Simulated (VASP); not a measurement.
# P (P4/mmm) in VASP: further runs, part 2 of 2

VASP 6.6.1. The steps go on from the part before.

### 3 Single point, PBEsol+D3(BJ)

INCAR reads:

```
SYSTEM = P
PREC = Accurate
ENCUT = 520
EDIFF = 1E-7
ISMEAR = 0
SIGMA = 0.15
LREAL = .FALSE.
LASPH = .TRUE.
NELM = 60
ALGO = Normal
ISIF = 2
LWAVE = .FALSE.
LCHARG = .TRUE.
GGA = PS
IVDW = 12
LELF = .TRUE.
LVHAR = .TRUE.
NBANDS = 8
```

KPOINTS reads:

```
Automatic mesh
0
G
  12 12 12
  0 0 0
```

POSCAR reads:

```
P
1.0
    4.2729048574      0.0000000000      0.0000000000
    0.0000000000      4.2729048574      0.0000000000
    0.0000000000      0.0000000000      4.3780000000
P
1
Direct
    0.0000000000      0.0000000000      0.0000000000
```

Potentials or basis: VASP PAW PBE potentials, release 64 (P).

The run is started by

```sh
> cat potpaw_PBE.64/P/POTCAR > POTCAR
> mpirun -np 1 vasp_std > vasp.out
```

OUTCAR:

```text
SYSTEM = P
   PREC = Accurate
   ENCUT = 520
   EDIFF = 1E-7
   ISMEAR = 0
   LREAL = .FALSE.
   LASPH = .TRUE.
   NELM = 60
   ISIF = 2
   GGA = PS
   IVDW = 12
 IVDW          = 12

 ion  position               nearest neighbor table
   1  0.000  0.000  0.000-

  LATTYP: Found a simple tetragonal cell.
 ALAT       =     4.2729048574
 C/A-ratio  =     1.0245957132

  Lattice vectors:

 A1 = (   4.2729048574,   0.0000000000,   0.0000000000)
 A2 = (   0.0000000000,   4.2729048574,   0.0000000000)
 A3 = (   0.0000000000,   0.0000000000,   4.3780000000)

Analysis of symmetry for initial positions (statically):
=====================================================================
 Subroutine PRICEL returns:
 Original cell was already a primitive cell.

 Routine SETGRP: Setting up the symmetry group for a
 simple tetragonal supercell.

 Subroutine GETGRP returns: Found 16 space group operations
 (whereof 16 operations were pure point group operations)
 out of a pool of 16 trial point group operations.

The static configuration has the point symmetry D_4h.

Analysis of symmetry for dynamics (positions and initial velocities):
=====================================================================
 Subroutine PRICEL returns:
 Original cell was already a primitive cell.

 Routine SETGRP: Setting up the symmetry group for a
 simple tetragonal supercell.

 Subroutine GETGRP returns: Found 16 space group operations
 (whereof 16 operations were pure point group operations)
 out of a pool of 16 trial point group operations.

The dynamic configuration has the point symmetry D_4h.

 Subroutine INISYM returns: Found 16 space group operations
 (whereof 16 operations are pure point group operations),
 and found     1 'primitive' translations

----------------------------------------------------------------------------------------

[... 111 lines left out ...]
  volume/ion in A,a.u.               =      79.93       539.41
  Fermi-wavevector in a.u.,A,eV,Ry     =   0.649866  1.228069  5.746099  0.422326
  Thomas-Fermi vector in A             =   1.718961
   LORBIT       =      0    0 simple, 1 ext, 2 COOP (PROOUT), +10 PAW based schemes
   GGA     = PS    functional components
   LHFCALC =     F    Hartree Fock is set to
   AEXX    =    0.0000 exact exchange contribution
   IVDW    =    12    specifies the selected vdW correction
   LEPSILON=     F    determine dielectric tensor
   LRPA    =     F    only Hartree local field effects (RPA)
 non-spin polarized calculation
 Gauss-broadening in eV      SIGMA  =   0.15
  energy-cutoff  :      520.00
  volume of cell :       79.93
 maximum number of plane-waves:      2208
 NGX is ok and might be reduce to    32
   NGX = 15   NGY = 15   NGZ = 17

 number of electron       4.9999999 magnetization

 Free energy of the ion-electron system (eV)
  ---------------------------------------------------
  ext. energy  EPLUGINS =         0.00000000
  ---------------------------------------------------
  free energy    TOTEN  =        -1.18869378 eV

  energy without entropy =       -1.15062755  energy(sigma->0) =       -1.16966067

 E-fermi :  -3.0797     XC(G=0):  -5.0518

 val. band max:       -3.0811062961   @ k =   0.2500   0.0833   0.5000
 cond. band min:      -3.0787764283   @ k =   0.3333   0.2500   0.1667
 fundamental gap:      0.0023298678
 Fermi energy:        -3.0797063906

 k-point     1 :       0.0000    0.0000    0.0000
  band No.  band energies     occupation
      1     -11.8105      2.00000
      2      -2.6317      0.00002
      3      -2.5231      0.00000
      4      -2.5231      0.00000
      5       1.5516      0.00000
      6       4.3608      0.00000
      7       4.4433      0.00000
      8       8.9636      0.00000
[... 243 lines left out ...]
 k-point    24 :       0.4167    0.3333    0.0000
  band No.  band energies     occupation
      1     -11.5321      2.00000
      2      -3.6232      2.00000
      3      -3.3654      1.99294
      4      -2.3884      0.00000
      5       3.2133      0.00000
      6       4.5444      0.00000
      7       6.4317      0.00000
      8       6.6031      0.00000

 [... further k-points ...]

------------------------ aborting loop because EDIFF is reached ----------------------------------------

 Edisp (eV)   -0.08086

 E8    (eV) :    -0.0477

  FORCE on cell =-STRESS in cart. coord.  units (eV):
  Direction    XX          YY          ZZ          XY          YZ          ZX
  --------------------------------------------------------------------------------------
  -------------------------------------------------------------------------------------
  Total      -2.08808    -2.08808    -1.88208     0.00000    -0.00000     0.00000
  in kB     -41.85379   -41.85379   -37.72471     0.00000    -0.00000     0.00000
  external pressure =      -40.48 kB  Pullay stress =        0.00 kB

 VOLUME and BASIS-vectors are now :
 -----------------------------------------------------------------------------
  energy-cutoff  :      520.00
  volume of cell :       79.93
      direct lattice vectors                 reciprocal lattice vectors
     4.272904857  0.000000000  0.000000000     0.234032826  0.000000000  0.000000000
     0.000000000  4.272904857  0.000000000     0.000000000  0.234032826  0.000000000
     0.000000000  0.000000000  4.378000000     0.000000000  0.000000000  0.228414801

 POSITION                                       TOTAL-FORCE (eV/Angst)
 -----------------------------------------------------------------------------------
      0.00000      0.00000      0.00000         0.000000      0.000000      0.000000
 -----------------------------------------------------------------------------------
    total drift:                                0.000000      0.000000     -0.000000

  FREE ENERGIE OF THE ION-ELECTRON SYSTEM (eV)
  ---------------------------------------------------
  free  energy   TOTEN  =        -1.2695520878 eV

  energy  without entropy=       -1.2314858652  energy(sigma->0) =       -1.25051898
```

OSZICAR:

```text
N       E                     dE             d eps       ncg     rms          rms(c)
DAV:   1     0.799055232551E+01    0.79906E+01   -0.12978E+03  3136   0.360E+02
DAV:   2    -0.730686805561E+00   -0.87212E+01   -0.86050E+01  4232   0.457E+01
DAV:   3    -0.120364335270E+01   -0.47296E+00   -0.44935E+00  3984   0.109E+01
DAV:   4    -0.120777346514E+01   -0.41301E-02   -0.41253E-02  5424   0.117E+00
DAV:   5    -0.120778039976E+01   -0.69346E-05   -0.69345E-05  4488   0.340E-02    0.603E-01
DAV:   6    -0.119122013179E+01    0.16560E-01   -0.29238E-02  3944   0.643E-01    0.324E-01
DAV:   7    -0.118765704817E+01    0.35631E-02   -0.28379E-02  4008   0.663E-01    0.156E-01
DAV:   8    -0.118861646944E+01   -0.95942E-03   -0.11289E-03  4064   0.162E-01    0.279E-02
DAV:   9    -0.118863587817E+01   -0.19409E-04   -0.12971E-05  5176   0.204E-02    0.894E-03
DAV:  10    -0.118868854021E+01   -0.52662E-04   -0.67602E-05  3464   0.353E-02    0.226E-03
DAV:  11    -0.118869377395E+01   -0.52337E-05   -0.11129E-05  3728   0.136E-02    0.157E-03
DAV:  12    -0.118869377661E+01   -0.26534E-08   -0.39668E-07  4376   0.265E-03
   1 F= -.12695521E+01 E0= -.12505190E+01  d E =-.380662E-01
```

It took 32 s on 1 thread of Intel Xeon 6975P-C (Granite Rapids), shared host; peak memory 0.25 GiB.

What came out:

* Free energy: -1.2696 eV
* Pressure: -4.0 GPa
* Band gap on the k mesh: zero (an odd number of electrons rules out a gap without spin polarisation)
* Dispersion energy per atom: -0.081 eV

Stress tensor (GPa, compression positive):
```
-4.19  0.00  0.00
 0.00 -4.19  0.00
 0.00  0.00 -3.77
```

Caveat: the cell stands under tension; the PAW data sets were made with another functional, which shifts forces and pressure a little.
